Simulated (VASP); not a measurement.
Wanted: the native input for a VASP 6.6.1 run.

| Quantity | Value |
| --- | --- |
| Task | single point |
| Functional | PBE |
| Potentials or basis | VASP PAW PBE potentials, release 64 (Hg, Te) |
| Cutoff | 520 eV |
| k mesh | 16 × 16 × 16 |
| Occupations | gaussian, width 0.15 eV |
| Spin | no spin polarisation |
| Dipole correction | no |
| Further INCAR settings | ALGO = Normal; EDIFF = 1e-06; NBANDS = 16 |

The structure of HgTe lies in POSCAR:

```
HgTe
1.0
    0.0000000000      3.3247980866      3.2416781344
    3.3247980866      0.0000000000      3.2416781344
    3.3247980866      3.3247980866      0.0000000000
Hg Te
1 1
Direct
    0.0000000000      0.0000000000      0.0000000000
    0.7500000000      0.7500000000      0.7500000000
```

This cell differs from its parent crystal: strain +0.000 along x and y, -0.025 along z.

One way to write it, as run:

INCAR

```
SYSTEM = HgTe
PREC = Accurate ; ENCUT = 520
EDIFF = 1E-6 ; ISMEAR = 0
SIGMA = 0.15 ; LREAL = .FALSE.
LASPH = .TRUE. ; NELM = 80
ALGO = Normal ; ISIF = 2
LWAVE = .FALSE. ; LCHARG = .TRUE.
GGA = PE ; LELF = .TRUE.
LVHAR = .TRUE. ; NBANDS = 16
```

KPOINTS

```
Automatic mesh
0
G
  16 16 16
  0 0 0
```

Potentials or basis: VASP PAW PBE potentials, release 64 (Hg, Te).

Run with:

```bash
$ cat potpaw_PBE.64/Hg/POTCAR potpaw_PBE.64/Te/POTCAR > POTCAR
$ mpirun -np 1 vasp_std > vasp.out
```

It gave:

The pressure is 1.0 GPa and the band gap on the k mesh is 0.07 eV (least direct gap 0.08 eV).

Caveat: the cell differs from its parent crystal (strain +0.000 along x and y, -0.025 along z); the smearing spreads over this small gap; spin-orbit coupling is left out, which moves the levels of the heavy elements.

It took 2.1 min on 1 thread of Intel(R) Xeon(R) 6975P-C (Granite Rapids), with other jobs on the host, peak memory 0.54 GiB.
